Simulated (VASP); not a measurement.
# Cl (P6/mmm) in VASP: notebook

Aim: see how the results for Cl move with the level of theory and the settings. Levels: PBE, LDA. Tasks: single point.

Everything below comes from runs of VASP 6.6.1. Logs are shortened: lines on timing, memory, paths and dates and some standing lists are left out, and cuts for length are marked.

## Step 1: The cell of the first run

The structure is hexagonal, space group P6/mmm (No. 191). Conventional cell: a = 3.414 Å, b = 3.414 Å, c = 2.285 Å, α = 90.00°, β = 90.00°, γ = 120.00°. Cl (site symmetry 6/mmm) has 2 Cl at 2.28 Å within 3.0 Å.

## Step 2: Single point, PBE (23.06 Å³/atom)

File INCAR:

```
SYSTEM = Cl
PREC = Accurate
ENCUT = 520
EDIFF = 1E-6
ISMEAR = -1
SIGMA = 0.1
LREAL = .FALSE.
LASPH = .TRUE.
NELM = 100
ALGO = Normal
ISIF = 2
LWAVE = .FALSE.
LCHARG = .FALSE.
GGA = PE
NBANDS = 10
```

File KPOINTS:

```
Automatic mesh
0
G
  14 14 13
  0 0 0
```

File POSCAR:

```
Cl
1.0
    3.4135970153      0.0000000000      0.0000000000
   -1.7067985076      2.9562617335      0.0000000000
    0.0000000000      0.0000000000      2.2848133754
Cl
1
Direct
    0.0000000000      0.0000000000      0.0000000000
```

Potentials or basis: VASP PAW PBE potentials, release 64 (Cl).

On the command line:

```bash
> cat potpaw_PBE.64/Cl/POTCAR > POTCAR
> mpirun -np 1 vasp_std > vasp.out
```

OUTCAR:

```text
SYSTEM = Cl
   PREC = Accurate
   ENCUT = 520
   EDIFF = 1E-6
   ISMEAR = -1
   LREAL = .FALSE.
   LASPH = .TRUE.
   NELM = 100
   ISIF = 2
   GGA = PE

 ion  position               nearest neighbor table
   1  0.000  0.000  0.000-

  LATTYP: Found a hexagonal cell.
 ALAT       =     3.4135970153
 C/A-ratio  =     0.6693272127

  Lattice vectors:

 A1 = (   3.4135970153,   0.0000000000,   0.0000000000)
 A2 = (  -1.7067985076,   2.9562617335,   0.0000000000)
 A3 = (   0.0000000000,   0.0000000000,   2.2848133754)

Analysis of symmetry for initial positions (statically):
=====================================================================
 Subroutine PRICEL returns:
 Original cell was already a primitive cell.

 Routine SETGRP: Setting up the symmetry group for a
 hexagonal supercell.

 Subroutine GETGRP returns: Found 24 space group operations
 (whereof 24 operations were pure point group operations)
 out of a pool of 24 trial point group operations.

The static configuration has the point symmetry D_6h.

Analysis of symmetry for dynamics (positions and initial velocities):
=====================================================================
 Subroutine PRICEL returns:
 Original cell was already a primitive cell.

 Routine SETGRP: Setting up the symmetry group for a
 hexagonal supercell.

 Subroutine GETGRP returns: Found 24 space group operations
 (whereof 24 operations were pure point group operations)
 out of a pool of 24 trial point group operations.

The dynamic configuration has the point symmetry D_6h.

 Subroutine INISYM returns: Found 24 space group operations
 (whereof 24 operations are pure point group operations),
 and found     1 'primitive' translations

----------------------------------------------------------------------------------------

                                     Primitive cell

  volume of cell :      23.0572

  direct lattice vectors                    reciprocal lattice vectors
     3.413597015  0.000000000  0.000000000     0.292946120  0.169132521  0.000000000
    -1.706798508  2.956261733  0.000000000     0.000000000  0.338265042  0.000000000
     0.000000000  0.000000000  2.284813375     0.000000000  0.000000000  0.437672508

  length of vectors
     3.413597015  3.413597015  2.284813375     0.338265042  0.338265042  0.437672508

  position of ions in fractional coordinates (direct lattice)
     0.000000000  0.000000000  0.000000000

  ion indices of the primitive-cell ions
   primitive index   ion index
                 1           1

----------------------------------------------------------------------------------------

 KPOINTS: Automatic mesh

Automatic generation of k-mesh.
 Grid dimensions read from file:
 generate k-points for:   14   14   13

 Generating k-lattice:

  Cartesian coordinates                     Fractional coordinates (reciprocal lattice)
     0.020924723  0.012080894  0.000000000     0.071428571 -0.000000000  0.000000000
     0.000000000  0.024161789  0.000000000     0.000000000  0.071428571  0.000000000
     0.000000000  0.000000000  0.033667116     0.000000000  0.000000000  0.076923077

  Length of vectors
     0.024161789  0.024161789  0.033667116

  Shift w.r.t. Gamma in fractional coordinates (k-lattice)
     0.000000000  0.000000000  0.000000000

 Subroutine IBZKPT returns following result:
 ===========================================

 Found    168 irreducible k-points:

 Following reciprocal coordinates:
            Coordinates               Weight
  0.000000  0.000000  0.000000      1.000000
  0.071429  0.000000  0.000000      6.000000
  0.142857  0.000000  0.000000      6.000000
  0.214286  0.000000  0.000000      6.000000
  0.285714  0.000000  0.000000      6.000000
  0.357143 -0.000000  0.000000      6.000000
[... 16 lines left out ...]
  0.285714  0.285714  0.000000      6.000000
  0.357143  0.285714  0.000000      6.000000
 [... further k-points ...]
   k-points           NKPTS =    168   k-points in BZ     NKDIM =    168   number of bands    NBANDS=     10
   number of dos      NEDOS =    301   number of ions     NIONS =      1
   total plane-waves  NPLWV =  14112
   dimension x,y,z NGX =    28 NGY =   28 NGZ =   18
   dimension x,y,z NGXF=    56 NGYF=   56 NGZF=   36
   ions per type =               1
   NGX,Y,Z   is equivalent  to a cutoff of  13.64, 13.64, 13.10 a.u.
   NGXF,Y,Z  is equivalent  to a cutoff of  27.27, 27.27, 26.19 a.u.
 SYSTEM =  Cl
   PREC   = accura    normal or accurate (medium, high low for compatibility)
   ISTART =      0    job   : 0-new  1-cont  2-samecut
   ICHARG =      2    charge: 1-file 2-atom 10-const
   ISPIN  =      1    spin polarized calculation?
   LNONCOLLINEAR =      F non collinear calculations
   LSORBIT =      F    spin-orbit coupling
   LASPH  =      T    aspherical Exc in radial PAW
   ENCUT  =  520.0 eV  38.22 Ry    6.18 a.u.   6.35  6.35  4.25*2*pi/ulx,y,z
   NELM   =    100;   NELMIN=  2; NELMDL= -5     # of ELM steps
   EDIFF  = 0.1E-05   stopping-criterion for ELM
   LREAL  =      F    real-space projection
   EDIFFG = 0.1E-04   stopping-criterion for IOM
   NSW    =      0    number of steps for IOM
   IBRION =     -1    ionic relax: 0-MD 1-quasi-New 2-CG
   NFREE  =      0    steps in history (QN), initial steepest desc. (CG)
   ISIF   =      2    stress and relaxation
   ISYM   =      2    0-nonsym 1-usesym 2-fastsym
   POTIM  = 0.5000    time-step for ionic-motion
   TEBEG  =    0.0;   TEEND  =   0.0 temperature during run
   PSTRESS=    0.0 pullay stress
   NELECT =       7.0000    total number of electrons
   NUPDOWN=      -1.0000    fix difference up-down
   EMIN   =  10.00;   EMAX   =-10.00  energy-range for DOS
   EFERMI =   0.00;   METHOD = LEGACY
   ISMEAR =    -1;   SIGMA  =   0.10  broadening in eV -4-tet -1-fermi 0-gaus
   EFERMI_NEDOS =   21; number of points for ismear=-14 and -15
   IALGO  =     38    algorithm
   IMIX   =      4    mixing-type and parameters
     AMIX     =   0.40;   BMIX     =  1.00
     AMIX_MAG =   1.60;   BMIX_MAG =  1.00
  volume/ion in A,a.u.               =      23.06       155.60
  Fermi-wavevector in a.u.,A,eV,Ry     =   1.100286  2.079239 16.471609  1.210629
  Thomas-Fermi vector in A             =   2.236695
   LORBIT       =      0    0 simple, 1 ext, 2 COOP (PROOUT), +10 PAW based schemes
   GGA     = PE    functional components
   LHFCALC =     F    Hartree Fock is set to
   AEXX    =    0.0000 exact exchange contribution
   IVDW    =     0    specifies the selected vdW correction
   LEPSILON=     F    determine dielectric tensor
   LRPA    =     F    only Hartree local field effects (RPA)
 non-spin polarized calculation
  energy-cutoff  :      520.00
  volume of cell :       23.06
 maximum number of plane-waves:       634
 NGX is ok and might be reduce to    28
   NGX = 13   NGY = 13   NGZ =  9

 number of electron       7.0000002 magnetization

 Free energy of the ion-electron system (eV)
  ---------------------------------------------------
  ext. energy  EPLUGINS =         0.00000000
  ---------------------------------------------------
  free energy    TOTEN  =        -1.62880783 eV

  energy without entropy =       -1.60774212  energy(sigma->0) =       -1.61827498

 E-fermi :   1.4079     XC(G=0):  -8.8460

 val. band max:        1.3965609126   @ k =   0.0714   0.0000   0.3846
 cond. band min:       1.4281358789   @ k =   0.1429   0.0000   0.3846
 fundamental gap:      0.0315749663
 Fermi energy:         1.4078923502

 k-point     1 :       0.0000    0.0000    0.0000
  band No.  band energies     occupation
      1     -15.2551      2.00000
      2      -0.5464      2.00000
      3      -0.5464      2.00000
      4       5.9253      0.00000
      5       7.7217      0.00000
      6      13.0377      0.00000
      7      13.0377      0.00000
      8      15.7955      0.00000
      9      18.5224      0.00000
     10      25.7856      0.00000

 k-point     2 :       0.0714    0.0000    0.0000
  band No.  band energies     occupation
      1     -15.2316      2.00000
      2      -0.7268      2.00000
      3      -0.5794      2.00000
      4       5.9332      0.00000
      5       7.9722      0.00000
      6      12.7432      0.00000
      7      13.2111      0.00000
      8      15.8182      0.00000
      9      19.0811      0.00000
     10      25.7124      0.00000

 k-point     3 :       0.1429    0.0000    0.0000
  band No.  band energies     occupation
      1     -15.1649      2.00000
      2      -1.1922      2.00000
      3      -0.6699      2.00000
      4       5.9554      0.00000
      5       8.6064      0.00000
      6      12.1717      0.00000
      7      13.7202      0.00000
      8      15.8818      0.00000
      9      20.4803      0.00000
     10      25.3068      0.00000

 k-point     4 :       0.2143    0.0000    0.0000
  band No.  band energies     occupation
      1     -15.0656      2.00000
      2      -1.7885      2.00000
      3      -0.7957      2.00000
      4       5.9877      0.00000
      5       9.2611      0.00000
      6      11.8766      0.00000
      7      14.5351      0.00000
      8      15.9711      0.00000
      9      22.3493      0.00000
     10      24.8630      0.00000

 k-point     5 :       0.2857    0.0000    0.0000
  band No.  band energies     occupation
      1     -14.9510      2.00000
      2      -2.3791      2.00000
      3      -0.9291      2.00000
      4       6.0239      0.00000
      5       9.4177      0.00000
      6      12.3858      0.00000
      7      15.6101      0.00000
      8      16.0578      0.00000
      9      24.4088      0.00000
     10      24.4295      0.00000

 k-point     6 :       0.3571   -0.0000    0.0000
  band No.  band energies     occupation
      1     -14.8434      2.00000
      2      -2.8670      2.00000
      3      -1.0444      2.00000
      4       6.0569      0.00000
      5       9.2083      0.00000
      6      13.4872      0.00000
      7      16.0927      0.00000
      8      16.8766      0.00000
      9      24.0779      0.00000
     10      24.6036      0.00000
[... 183 lines left out ...]
 k-point    21 :       0.2857    0.2143    0.0000
  band No.  band energies     occupation
      1     -14.7405      2.00000
      2      -2.8791      2.00000
      3      -1.7835      2.00000
      4       6.0881      0.00000
      5      10.9303      0.00000
      6      12.4586      0.00000
      7      15.7867      0.00000
      8      19.4103      0.00000
      9      21.3499      0.00000
     10      24.0836      0.00000

 k-point    22 :       0.3571    0.2143    0.0000
  band No.  band energies     occupation
      1     -14.6977      2.00000
      2      -2.9685      2.00000
      3      -1.9414      2.00000
      4       6.1007      0.00000
      5      10.8081      0.00000
      6      13.4235      0.00000
      7      15.4391      0.00000
      8      20.1026      0.00000
      9      20.9429      0.00000
     10      24.0655      0.00000

 k-point    23 :       0.2857    0.2857    0.0000
  band No.  band energies     occupation
      1     -14.6919      2.00000
      2      -2.8271      2.00000
      3      -2.1544      2.00000
      4       6.1025      0.00000
      5      11.6438      0.00000
      6      12.5666      0.00000
      7      15.4166      0.00000
      8      19.9020      0.00000
      9      21.2456      0.00000
     10      24.1491      0.00000

 k-point    24 :       0.3571    0.2857    0.0000
  band No.  band energies     occupation
      1     -14.6743      2.00000
      2      -2.7467      2.00000
      3      -2.3488      2.00000
      4       6.1076      0.00000
      5      11.8292      0.00000
      6      12.8400      0.00000
      7      15.1279      0.00000
      8      19.5895      0.00000
      9      22.1363      0.00000
     10      23.4418      0.00000

 [... further k-points ...]

------------------------ aborting loop because EDIFF is reached ----------------------------------------

  FORCE on cell =-STRESS in cart. coord.  units (eV):
  Direction    XX          YY          ZZ          XY          YZ          ZX
  --------------------------------------------------------------------------------------
  -------------------------------------------------------------------------------------
  Total        0.4770289      0.4770289      0.4447914      0.0000000      0.0000000      0.0000000
  in kB       33.1473936     33.1473936     30.9072990      0.0000000      0.0000000      0.0000000
  external PRESSURE =      32.4006954 kB  Pullay stress =       0.0000000 kB

 VOLUME and BASIS-vectors are now :
 -----------------------------------------------------------------------------
  energy-cutoff  :      520.00
  volume of cell :       23.06
      direct lattice vectors                 reciprocal lattice vectors
     3.413597015  0.000000000  0.000000000     0.292946120  0.169132521  0.000000000
    -1.706798508  2.956261733  0.000000000     0.000000000  0.338265042  0.000000000
     0.000000000  0.000000000  2.284813375     0.000000000  0.000000000  0.437672508

 POSITION                                       TOTAL-FORCE (eV/Angst)
 -----------------------------------------------------------------------------------
      0.00000      0.00000      0.00000         0.000000      0.000000      0.000000
 -----------------------------------------------------------------------------------
    total drift:                               -0.000000      0.000000      0.000000

  FREE ENERGIE OF THE ION-ELECTRON SYSTEM (eV)
  ---------------------------------------------------
  free  energy   TOTEN  =        -1.6288078332 eV

  energy  without entropy=       -1.6077421174  energy(sigma->0) =       -1.61827498
```

Wall time 44 s (1 thread of Intel Xeon 8259CL, shared host); peak memory 0.15 GiB.

Results:

```
Free energy            : -1.6288 eV
Pressure               : 3.2 GPa
Band gap on the k mesh : zero (an odd number of electrons rules out a gap without spin polarisation)
```

Levels at points of the mesh, in eV from the Fermi level:
| k point | band 1 | band 2 | band 3 | band 4 | band 5 | band 6 |
| --- | --- | --- | --- | --- | --- | --- |
| (0.00, 0.00, 0.00) | -16.66 | -1.95 | -1.95 | 4.52 | 6.31 | 11.63 |
| (0.50, 0.00, 0.00) | -16.15 | -4.71 | -2.56 | 4.68 | 7.52 | 14.02 |

Caveat: the cell stands under pressure; an odd number of electrons without spin polarisation forces a metal; a magnetic or distorted state may lie lower.

## Step 3: Single point, PBE

This run uses another cell than the first one, of 26.13 Å³/atom.

File INCAR:

```
ALGO = Normal
EDIFF = 1E-6
ENCUT = 520
GGA = PE
ISIF = 2
ISMEAR = -1
LASPH = T
LCHARG = F
LREAL = F
LWAVE = F
NBANDS = 10
NELM = 60
PREC = Accurate
SIGMA = 0.1
```

File KPOINTS:

```
k-points
0
Gamma
  14 14 13
```

File POSCAR:

```
Cl
1.0
    3.6218384669      0.0000000000      0.0000000000
   -1.8109192334      3.1366041207      0.0000000000
    0.0000000000      0.0000000000      2.3002484202
Cl
1
Direct
    0.0000000000      0.0000000000      0.0000000000
```

Potentials or basis: VASP PAW PBE potentials, release 64 (Cl).

On the command line:

```bash
> cat potpaw_PBE.64/Cl/POTCAR > POTCAR
> mpirun -np 1 vasp_std > vasp.out
```

It took 48 s on 1 thread of Intel Xeon 8259CL, shared host; peak memory 0.16 GiB.

It converged, with:

```
Free energy            : -1.6680 eV
Pressure               : 1.0 GPa
Band gap on the k mesh : zero (an odd number of electrons rules out a gap without spin polarisation)
```

Stress tensor (GPa, compression positive):
```
1.01 0.00 0.00
0.00 1.01 0.00
0.00 0.00 0.91
```

Levels at points of the mesh, in eV from the Fermi level:
| k point | band 1 | band 2 | band 3 | band 4 | band 5 | band 6 |
| --- | --- | --- | --- | --- | --- | --- |
| (0.00, 0.00, 0.00) | -16.22 | -2.08 | -2.08 | 4.58 | 6.12 | 11.42 |
| (0.50, 0.00, 0.00) | -15.91 | -4.08 | -2.51 | 4.67 | 7.67 | 12.75 |

Caveat: an odd number of electrons without spin polarisation forces a metal; a magnetic or distorted state may lie lower.

## Step 4: Single point, PBE (26.13 Å³/atom)

This run uses another cell than the first one, of 26.13 Å³/atom.

File INCAR:

```
SYSTEM = Cl
ALGO     = Normal         ! electronic algorithm
EDIFF    = 1E-7           ! SCF threshold, eV
ENCUT    = 520            ! plane-wave cutoff, eV
GGA      = PE             ! functional
ISIF     = 2              ! what is computed and relaxed
ISMEAR   = -1             ! smearing method
LASPH    = .TRUE.         ! aspherical terms in the spheres
LCHARG   = .FALSE.        ! write CHGCAR
LREAL    = .FALSE.        ! projectors in reciprocal space
LWAVE    = .FALSE.        ! write WAVECAR
NBANDS   = 10             ! bands
NELM     = 80             ! most SCF steps
PREC     = Accurate       ! precision mode
SIGMA    = 0.1            ! smearing width, eV
```

File KPOINTS:

```
k-points
0
G
  14 14 13
  0 0 0
```

POSCAR is that of step 3.

On the command line:

```bash
> cat potpaw_PBE.64/Cl/POTCAR > POTCAR
> mpirun -np 1 vasp_std > vasp.out
```

Run time: 48 s. Hardware: 1 thread of Intel Xeon 8259CL, shared host; peak memory 0.16 GiB.

Results (log left out):

* Free energy: -1.6680 eV
* Pressure: 1.0 GPa
* Band gap on the k mesh: zero (an odd number of electrons rules out a gap without spin polarisation)

Stress tensor (GPa, compression positive):
```
1.01 0.00 0.00
0.00 1.01 0.00
0.00 0.00 0.91
```

Levels at points of the mesh, in eV from the Fermi level:
```
           k point  band 1  band 2  band 3  band 4  band 5  band 6  band 7  band 8
(0.00, 0.00, 0.00)  -16.22   -2.08   -2.08    4.58    6.12   11.42   11.42   14.51
(0.50, 0.00, 0.00)  -15.91   -4.08   -2.51    4.67    7.67   12.75   14.15   16.50
```

Caveat: an odd number of electrons without spin polarisation forces a metal; a magnetic or distorted state may lie lower.

## Step 5: Single point, LDA

File INCAR:

```
PREC     = Accurate       # precision mode
ENCUT    = 520            # plane-wave cutoff, eV
EDIFF    = 1E-7           # SCF threshold, eV
ISMEAR   = -1             # smearing method
SIGMA    = 0.1            # smearing width, eV
LREAL    = False          # projectors in reciprocal space
LASPH    = True           # aspherical terms in the spheres
NELM     = 100            # most SCF steps
ALGO     = Normal         # electronic algorithm
ISIF     = 2              # what is computed and relaxed
LWAVE    = False          # write WAVECAR
LCHARG   = True           # write CHGCAR
LELF     = True           # ELF
LVHAR    = True         
NBANDS   = 10             # bands
```

File KPOINTS:

```
regular mesh
0
Gamma
  14 14 13
```

File POSCAR:

```
Cl
1.0
    3.4135970153      0.0000000000      0.0000000000
   -1.7067985076      2.9562617335      0.0000000000
    0.0000000000      0.0000000000      2.2848133754
Cl
1
Direct
    0.0000000000      0.0000000000      0.0000000000
```

Potentials or basis: VASP PAW LDA potentials, release 64 (Cl).

On the command line:

```bash
> cat potpaw_LDA.64/Cl/POTCAR > POTCAR
> mpirun -np 1 vasp_std > vasp.out
```

Run time: 54 s. Hardware: 1 thread of Intel Xeon 8259CL, shared host; peak memory 0.14 GiB.

Results (log left out):

| Quantity | Value |
| --- | --- |
| Free energy | -2.1741 eV |
| Pressure | -1.4 GPa |
| Band gap on the k mesh | zero (an odd number of electrons rules out a gap without spin polarisation) |

Stress tensor (GPa, compression positive):
```
-0.64  0.00  0.00
 0.00 -0.64  0.00
 0.00  0.00 -2.86
```

Levels at points of the mesh, in eV from the Fermi level:
| k point | band 1 | band 2 | band 3 | band 4 | band 5 | band 6 |
| --- | --- | --- | --- | --- | --- | --- |
| (0.00, 0.00, 0.00) | -16.62 | -1.96 | -1.96 | 4.40 | 5.81 | 11.36 |
| (0.50, 0.00, 0.00) | -16.08 | -4.84 | -2.59 | 4.57 | 7.08 | 13.49 |

Caveat: an odd number of electrons without spin polarisation forces a metal; a magnetic or distorted state may lie lower.

## Step 6: Overview

```tsv
level	potentials or basis	cell	gap on the mesh (eV)	pressure (GPa)
PBE	VASP PAW PBE potentials, release 64 (Cl)	a = 3.414, b = 3.414, c = 2.285 Å, angles 90.0, 90.0, 120.0°, 1 atom	none	3.2
PBE	VASP PAW PBE potentials, release 64 (Cl)	a = 3.622, b = 3.622, c = 2.300 Å, angles 90.0, 90.0, 120.0°, 1 atom	none	1.0
LDA	VASP PAW LDA potentials, release 64 (Cl)	a = 3.414, b = 3.414, c = 2.285 Å, angles 90.0, 90.0, 120.0°, 1 atom	none	-1.4
```

Alike in all rows: task single point; no spin polarisation; k mesh 14 × 14 × 13; cutoff (eV) 520; smearing fermi-dirac 0.1 eV.

Caveats: an odd number of electrons without spin polarisation forces a metal; a magnetic or distorted state may lie lower; the cell stands under pressure (at least some runs).

Total energies depend on the potentials used, so only differences within one code and one set of settings carry meaning.
